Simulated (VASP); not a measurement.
# Al2Cu (P4/mmm) in VASP: a series of runs

Runs on Al2Cu. Level: LDA. Tasks: single point.

All numbers are computed with VASP 6.6.1; they aren't measurements. Logs are shortened: lines on timing, memory, paths and dates and some standing lists are left out, and cuts for length are marked.

### Step 1. The cell of the first run

Symmetry: P4/mmm, No. 123, tetragonal system. The conventional cell has a = 4.325 Å, b = 4.325 Å, c = 3.047 Å, α = 90.00°, β = 90.00°, γ = 90.00°. Al (site symmetry mmm) has 4 Cu at 2.65 Å and 6 Al at 3.05 to 3.06 Å within 3.5 Å. Within 3.5 Å of Cu (site symmetry 4/mmm) lie 8 Al at 2.65 Å and 2 Cu at 3.05 Å.

### Step 2. Single point, LDA

Input file INCAR:

```
PREC = Accurate
ENCUT = 520
EDIFF = 1E-6
ISMEAR = 0
SIGMA = 0.15
LREAL = F
LASPH = T
NELM = 60
ALGO = Fast
ISIF = 2
LWAVE = F
LCHARG = F
NBANDS = 16
```

Input file KPOINTS:

```
regular mesh
0
Gamma
  10 10 14
```

Input file POSCAR:

```
Al2Cu
1.0
    4.3252000000      0.0000000000      0.0000000000
    0.0000000000      4.3252000000      0.0000000000
    0.0000000000      0.0000000000      3.0471000000
Al Cu
2 1
Direct
    0.5000000000      0.0000000000      0.5000000000
    0.0000000000      0.5000000000      0.5000000000
    0.0000000000      0.0000000000      0.0000000000
```

Potentials or basis: VASP PAW LDA potentials, release 64 (Al, Cu).

The run is started by

```sh
cat potpaw_LDA.64/Al/POTCAR potpaw_LDA.64/Cu/POTCAR > POTCAR
mpirun -np 1 vasp_std > vasp.out
```

OUTCAR:

```text
PREC = Accurate
   ENCUT = 520
   EDIFF = 1E-6
   ISMEAR = 0
   LREAL = F
   LASPH = T
   NELM = 60
   ISIF = 2

 ion  position               nearest neighbor table
   1  0.500  0.000  0.500-   3 2.65   3 2.65   3 2.65   3 2.65   2 3.06   2 3.06   2 3.06   2 3.06

   2  0.000  0.500  0.500-   3 2.65   3 2.65   3 2.65   3 2.65   1 3.06   1 3.06   1 3.06   1 3.06

   3  0.000  0.000  0.000-   1 2.65   2 2.65   1 2.65   2 2.65   2 2.65   2 2.65   1 2.65   1 2.65

  LATTYP: Found a simple tetragonal cell.
 ALAT       =     4.3252000000
 C/A-ratio  =     0.7044992139

  Lattice vectors:

 A1 = (   4.3252000000,   0.0000000000,   0.0000000000)
 A2 = (   0.0000000000,   4.3252000000,   0.0000000000)
 A3 = (   0.0000000000,   0.0000000000,   3.0471000000)

Analysis of symmetry for initial positions (statically):
=====================================================================
 Subroutine PRICEL returns:
 Original cell was already a primitive cell.

 Routine SETGRP: Setting up the symmetry group for a
 simple tetragonal supercell.

 Subroutine GETGRP returns: Found 16 space group operations
 (whereof 16 operations were pure point group operations)
 out of a pool of 16 trial point group operations.

The static configuration has the point symmetry D_4h.

Analysis of symmetry for dynamics (positions and initial velocities):
=====================================================================
 Subroutine PRICEL returns:
 Original cell was already a primitive cell.

 Routine SETGRP: Setting up the symmetry group for a
 simple tetragonal supercell.

 Subroutine GETGRP returns: Found 16 space group operations
 (whereof 16 operations were pure point group operations)
 out of a pool of 16 trial point group operations.

The dynamic configuration has the point symmetry D_4h.

 Subroutine INISYM returns: Found 16 space group operations
 (whereof 16 operations are pure point group operations),
 and found     1 'primitive' translations

----------------------------------------------------------------------------------------

                                     Primitive cell

  volume of cell :      57.0032

  direct lattice vectors                    reciprocal lattice vectors
     4.325200000  0.000000000  0.000000000     0.231203181  0.000000000  0.000000000
[... 82 lines left out ...]
   ISPIN  =      1    spin polarized calculation?
   LNONCOLLINEAR =      F non collinear calculations
   LSORBIT =      F    spin-orbit coupling
   LASPH  =      T    aspherical Exc in radial PAW
   ENCUT  =  520.0 eV  38.22 Ry    6.18 a.u.   8.04  8.04  5.67*2*pi/ulx,y,z
   NELM   =     60;   NELMIN=  2; NELMDL= -5     # of ELM steps
   EDIFF  = 0.1E-05   stopping-criterion for ELM
   LREAL  =      F    real-space projection
   EDIFFG = 0.1E-04   stopping-criterion for IOM
   NSW    =      0    number of steps for IOM
   IBRION =     -1    ionic relax: 0-MD 1-quasi-New 2-CG
   NFREE  =      0    steps in history (QN), initial steepest desc. (CG)
   ISIF   =      2    stress and relaxation
   ISYM   =      2    0-nonsym 1-usesym 2-fastsym
   POTIM  = 0.5000    time-step for ionic-motion
   TEBEG  =    0.0;   TEEND  =   0.0 temperature during run
   PSTRESS=    0.0 pullay stress
   NELECT =      17.0000    total number of electrons
   NUPDOWN=      -1.0000    fix difference up-down
   EMIN   =  10.00;   EMAX   =-10.00  energy-range for DOS
   EFERMI =   0.00;   METHOD = LEGACY
   ISMEAR =     0;   SIGMA  =   0.15  broadening in eV -4-tet -1-fermi 0-gaus
   EFERMI_NEDOS =   21; number of points for ismear=-14 and -15
   IALGO  =     68    algorithm
   IMIX   =      4    mixing-type and parameters
     AMIX     =   0.40;   BMIX     =  1.00
     AMIX_MAG =   1.60;   BMIX_MAG =  1.00
  volume/ion in A,a.u.               =      19.00       128.23
  Fermi-wavevector in a.u.,A,eV,Ry     =   1.093767  2.066920 16.277004  1.196326
  Thomas-Fermi vector in A             =   2.230059
   LORBIT       =      0    0 simple, 1 ext, 2 COOP (PROOUT), +10 PAW based schemes
   GGA     = CA    functional components
   LHFCALC =     F    Hartree Fock is set to
   AEXX    =    0.0000 exact exchange contribution
   IVDW    =     0    specifies the selected vdW correction
   LEPSILON=     F    determine dielectric tensor
   LRPA    =     F    only Hartree local field effects (RPA)
 non-spin polarized calculation
 RMM-DIIS sequential band-by-band and
 Gauss-broadening in eV      SIGMA  =   0.15
  energy-cutoff  :      520.00
  volume of cell :       57.00
 maximum number of plane-waves:      1564
   NGX = 17   NGY = 17   NGZ = 11

 number of electron      16.9999985 magnetization

 Free energy of the ion-electron system (eV)
  ---------------------------------------------------
  ext. energy  EPLUGINS =         0.00000000
  ---------------------------------------------------
  free energy    TOTEN  =       -12.69079032 eV

  energy without entropy =      -12.67678627  energy(sigma->0) =      -12.68378830

 E-fermi :   5.3644     XC(G=0):  -9.9484

 val. band max:        5.3234174434   @ k =   0.4000   0.4000   0.4286
 cond. band min:       5.3661570466   @ k =   0.3000   0.2000   0.2857
 fundamental gap:      0.0427396033
 Fermi energy:         5.3643965611

 k-point     1 :       0.0000    0.0000    0.0000
  band No.  band energies     occupation
      1      -4.0571      2.00000
      2       0.6192      2.00000
      3       1.2573      2.00000
      4       1.7440      2.00000
      5       1.8768      2.00000
      6       1.8768      2.00000
[... 433 lines left out ...]
      3       1.2196      2.00000
      4       1.6842      2.00000
      5       1.7630      2.00000
      6       1.8179      2.00000
[... 8 lines left out ...]
     15      14.3168      0.00000
     16      14.7864      0.00000

 [... further k-points ...]
[... 5 lines left out ...]
  --------------------------------------------------------------------------------------
  -------------------------------------------------------------------------------------
  Total       -4.5285159     -4.5285159     -4.8954681      0.0000000     -0.0000000      0.0000000
  in kB     -127.2821148   -127.2821148   -137.5959702      0.0000000     -0.0000000      0.0000000
  external PRESSURE =    -130.7200666 kB  Pullay stress =       0.0000000 kB

 VOLUME and BASIS-vectors are now :
 -----------------------------------------------------------------------------
  energy-cutoff  :      520.00
  volume of cell :       57.00
      direct lattice vectors                 reciprocal lattice vectors
     4.325200000  0.000000000  0.000000000     0.231203181  0.000000000  0.000000000
     0.000000000  4.325200000  0.000000000     0.000000000  0.231203181  0.000000000
     0.000000000  0.000000000  3.047100000     0.000000000  0.000000000  0.328180893

 POSITION                                       TOTAL-FORCE (eV/Angst)
 -----------------------------------------------------------------------------------
      2.16260      0.00000      1.52355         0.000000      0.000000      0.000000
      0.00000      2.16260      1.52355         0.000000      0.000000      0.000000
      0.00000      0.00000      0.00000         0.000000      0.000000      0.000000
 -----------------------------------------------------------------------------------
    total drift:                               -0.000000     -0.000000      0.000000

  FREE ENERGIE OF THE ION-ELECTRON SYSTEM (eV)
  ---------------------------------------------------
  free  energy   TOTEN  =       -12.6907903233 eV

  energy  without entropy=      -12.6767862718  energy(sigma->0) =      -12.68378830
```

OSZICAR:

```text
N       E                     dE             d eps       ncg     rms          rms(c)
DAV:   1     0.575295425257E+02    0.57530E+02   -0.66440E+03  5400   0.105E+03
DAV:   2    -0.120606878432E+02   -0.69590E+02   -0.61449E+02  5656   0.189E+02
DAV:   3    -0.143876186561E+02   -0.23269E+01   -0.22775E+01  7272   0.403E+01
DAV:   4    -0.144393660209E+02   -0.51747E-01   -0.51727E-01  6248   0.510E+00
DAV:   5    -0.144420456469E+02   -0.26796E-02   -0.26796E-02  8624   0.136E+00    0.125E+01
RMM:   6    -0.161667908036E+02   -0.17247E+01   -0.30016E+01  6631   0.846E+01    0.112E+01
RMM:   7    -0.127900440263E+02    0.33767E+01   -0.88359E+00  5957   0.502E+01    0.152E+00
RMM:   8    -0.127045547532E+02    0.85489E-01   -0.86355E-01  5763   0.147E+01    0.145E+00
RMM:   9    -0.126888044666E+02    0.15750E-01   -0.11822E-01  6308   0.480E+00    0.355E-01
RMM:  10    -0.126923130349E+02   -0.35086E-02   -0.40515E-02  6821   0.254E+00    0.425E-01
RMM:  11    -0.126903370728E+02    0.19760E-02   -0.12927E-02  6792   0.148E+00    0.520E-02
RMM:  12    -0.126907825003E+02   -0.44543E-03   -0.42164E-03  7671   0.564E-01    0.715E-02
RMM:  13    -0.126907904170E+02   -0.79167E-05   -0.92431E-04  6893   0.390E-01    0.473E-02
RMM:  14    -0.126907854504E+02    0.49666E-05   -0.44006E-04  7594   0.187E-01    0.127E-02
RMM:  15    -0.126907913811E+02   -0.59306E-05   -0.54926E-05  7460   0.503E-02    0.190E-02
RMM:  16    -0.126907902013E+02    0.11798E-05   -0.55907E-06  6019   0.323E-02    0.133E-02
RMM:  17    -0.126907903233E+02   -0.12205E-06   -0.33847E-06  5030   0.144E-02
   1 F= -.12690790E+02 E0= -.12683788E+02  d E =-.140041E-01
```

Run time: 56 s. Hardware: 1 thread of Intel Xeon 6975P-C (Granite Rapids), shared host; peak memory 0.25 GiB.

Results:

```yaml
Free_energy: -12.6908 eV
Pressure: -13.1 GPa
```

Levels at points of the mesh, in eV from the Fermi level:
```
           k point  band 6  band 7  band 8  band 9  band 10  band 11  band 12  band 13
(0.00, 0.00, 0.00)   -3.49   -1.91   -1.91   -0.54     1.04     5.27     5.48     5.48
(0.50, 0.00, 0.00)   -3.52   -3.48   -0.73    1.41     1.54     1.72     6.53     7.98
(0.50, 0.50, 0.00)   -3.60   -3.51   -3.51   -2.02     8.31     8.31     8.52     8.58
(0.00, 0.00, 0.50)   -3.49   -2.66    2.14    2.22     2.22     2.22     2.93     2.93
(0.50, 0.00, 0.50)   -3.54   -2.45   -2.21   -1.66     3.36     3.90     3.95     3.96
(0.50, 0.50, 0.50)   -2.88   -1.81   -1.81   -0.80    -0.61    -0.54    -0.54     2.75
```

### Step 3. Single point, LDA

This run uses another cell than the first one, of 12.23 Å³/atom, 0.644 times its volume.

Input file INCAR:

```
SYSTEM = Al2Cu
PREC = Accurate
ENCUT = 520
EDIFF = 1E-6
ISMEAR = 0
SIGMA = 0.15
LREAL = .False.
LASPH = .True.
NELM = 60
ALGO = Normal
ISIF = 2
LWAVE = .False.
LCHARG = .True.
GGA = CA
LELF = .True.
LVHAR = .True.
NBANDS = 16
```

Input file KPOINTS:

```
regular mesh
0
Gamma
  10 10 14
  0 0 0
```

Input file POSCAR:

```
Al2Cu
1.0
    3.7593000000      0.0000000000      0.0000000000
    0.0000000000      3.7593000000      0.0000000000
    0.0000000000      0.0000000000      2.5957000000
Al Cu
2 1
Direct
    0.5000000000      0.0000000000      0.5000000000
    0.0000000000      0.5000000000      0.5000000000
    0.0000000000      0.0000000000      0.0000000000
```

Potentials or basis: VASP PAW LDA potentials, release 64 (Al, Cu).

The run is started by

```sh
cat potpaw_LDA.64/Al/POTCAR potpaw_LDA.64/Cu/POTCAR > POTCAR
mpirun -np 1 vasp_std > vasp.out
```

OUTCAR:

```text
SYSTEM = Al2Cu
   PREC = Accurate
   ENCUT = 520
   EDIFF = 1E-6
   ISMEAR = 0
   LREAL = .False.
   LASPH = .True.
   NELM = 60
   ISIF = 2
   GGA = CA

 ion  position               nearest neighbor table
   1  0.500  0.000  0.500-   3 2.28   3 2.28   3 2.28   3 2.28   2 2.66   2 2.66   2 2.66   2 2.66

   2  0.000  0.500  0.500-   3 2.28   3 2.28   3 2.28   3 2.28   1 2.66   1 2.66   1 2.66   1 2.66

   3  0.000  0.000  0.000-   1 2.28   2 2.28   1 2.28   2 2.28   2 2.28   2 2.28   1 2.28   1 2.28

  LATTYP: Found a simple tetragonal cell.
 ALAT       =     3.7593000000
[... 645 lines left out ...]
     15      21.7092      0.00000
     16      23.0106      0.00000

 [... further k-points ...]
[... 5 lines left out ...]
  --------------------------------------------------------------------------------------
  -------------------------------------------------------------------------------------
  Total        9.0399627      9.0399627      9.7738688      0.0000000      0.0000000      0.0000000
  in kB      394.8287354    394.8287354    426.8827629      0.0000000      0.0000000      0.0000000
  external PRESSURE =     405.5134112 kB  Pullay stress =       0.0000000 kB

 VOLUME and BASIS-vectors are now :
 -----------------------------------------------------------------------------
  energy-cutoff  :      520.00
  volume of cell :       36.68
      direct lattice vectors                 reciprocal lattice vectors
     3.759300000  0.000000000  0.000000000     0.266006969  0.000000000  0.000000000
     0.000000000  3.759300000  0.000000000     0.000000000  0.266006969  0.000000000
     0.000000000  0.000000000  2.595700000     0.000000000  0.000000000  0.385252533

 POSITION                                       TOTAL-FORCE (eV/Angst)
 -----------------------------------------------------------------------------------
      1.87965      0.00000      1.29785         0.000000      0.000000      0.000000
      0.00000      1.87965      1.29785         0.000000      0.000000      0.000000
      0.00000      0.00000      0.00000         0.000000      0.000000      0.000000
 -----------------------------------------------------------------------------------
    total drift:                               -0.000000     -0.000000     -0.000000

  FREE ENERGIE OF THE ION-ELECTRON SYSTEM (eV)
  ---------------------------------------------------
  free  energy   TOTEN  =       -12.2435155952 eV

  energy  without entropy=      -12.2358465890  energy(sigma->0) =      -12.23968109
```

Wall time 34 s (1 thread of Intel Xeon 6975P-C (Granite Rapids), shared host); peak memory 0.2 GiB.

Results:

* Free energy: -12.2435 eV
* Pressure: 40.6 GPa

Stress tensor (GPa, compression positive):
```
39.48  0.00  0.00
 0.00 39.48  0.00
 0.00  0.00 42.69
```

Levels at points of the mesh, in eV from the Fermi level:
```
           k point  band 6  band 7  band 8  band 9  band 10  band 11  band 12  band 13
(0.00, 0.00, 0.00)   -5.25   -3.15   -3.15    0.58     0.70     7.32     7.32     7.54
(0.50, 0.00, 0.00)   -5.27   -5.25   -1.61    1.70     1.73     2.75     9.04     9.51
(0.50, 0.50, 0.00)   -5.52   -5.26   -5.26   -3.11     9.07     9.07    11.20    12.05
(0.00, 0.00, 0.50)   -5.32   -3.58    2.53    2.53     3.09     3.22     3.44     3.44
(0.50, 0.00, 0.50)   -5.41   -4.01   -2.80   -1.65     4.16     4.33     5.57     6.87
(0.50, 0.50, 0.50)   -4.30   -2.91   -2.91   -1.13    -0.83     0.98     0.98     2.00
```

### Step 4. Single point, LDA

This run uses another cell than the first one, of 12.58 Å³/atom, 0.662 times its volume.

Input file INCAR:

```
ALGO = Normal ; EDIFF = 1E-7
ENCUT = 520 ; GGA = CA
ISIF = 2 ; ISMEAR = 0
LASPH = T ; LCHARG = F
LREAL = F ; LWAVE = F
NBANDS = 16 ; NELM = 100
PREC = Accurate ; SIGMA = 0.15
```

Input file KPOINTS:

```
k-points
0
Gamma
  10 10 14
```

Edit POSCAR of step 3 so:

```diff
@@ -4,3 +4,3 @@
     0.0000000000      3.7593000000      0.0000000000
-    0.0000000000      0.0000000000      2.5957000000
+    0.0000000000      0.0000000000      2.6709000000
 Al Cu
```

The run is started by

```sh
cat potpaw_LDA.64/Al/POTCAR potpaw_LDA.64/Cu/POTCAR > POTCAR
mpirun -np 1 vasp_std > vasp.out
```

It took 37 s on 1 thread of Intel Xeon 6975P-C (Granite Rapids), shared host; peak memory 0.2 GiB.

It converged, with:

```
Free energy : -12.4897 eV
Pressure    : 33.4 GPa
```

Stress tensor (GPa, compression positive):
```
34.31  0.00  0.00
 0.00 34.31  0.00
 0.00  0.00 31.68
```

Levels at points of the mesh, in eV from the Fermi level:
```
           k point  band 5  band 6  band 7  band 8  band 9  band 10  band 11  band 12  band 13  band 14
(0.00, 0.00, 0.00)   -5.08   -5.08   -2.81   -2.81    0.82     0.96     7.08     7.65     7.65     7.74
(0.50, 0.00, 0.00)   -5.37   -5.10   -5.07   -1.26    1.93     2.02     3.02     8.66     9.24    10.86
(0.50, 0.50, 0.00)   -5.43   -5.18   -5.09   -5.09   -2.91     9.17     9.17    10.43    12.34    12.34
(0.00, 0.00, 0.50)   -5.98   -5.06   -3.56    2.71    2.71     3.08     3.32     3.32     3.44     6.35
(0.50, 0.00, 0.50)   -5.20   -5.13   -3.84   -2.83   -1.72     4.28     4.34     5.44     6.75     7.29
(0.50, 0.50, 0.50)   -4.83   -4.24   -2.71   -2.71   -1.22    -0.92     0.83     0.83     2.14    14.66
```

### Step 5. Overview

```csv
cell,gap on the mesh (eV),pressure (GPa)
"a = 4.325, b = 4.325, c = 3.047 Å, 3 atoms",none,-13.1
"a = 3.759, b = 3.759, c = 2.596 Å, 3 atoms",none,40.6
"a = 3.759, b = 3.759, c = 2.671 Å, 3 atoms",none,33.4
```

Alike in all rows: task single point; level LDA; potentials or basis VASP PAW LDA potentials, release 64 (Al, Cu); no spin polarisation; k mesh 10 × 10 × 14; cutoff (eV) 520; smearing gaussian 0.15 eV.

Absolute energies hang on the potentials; compare differences alone.
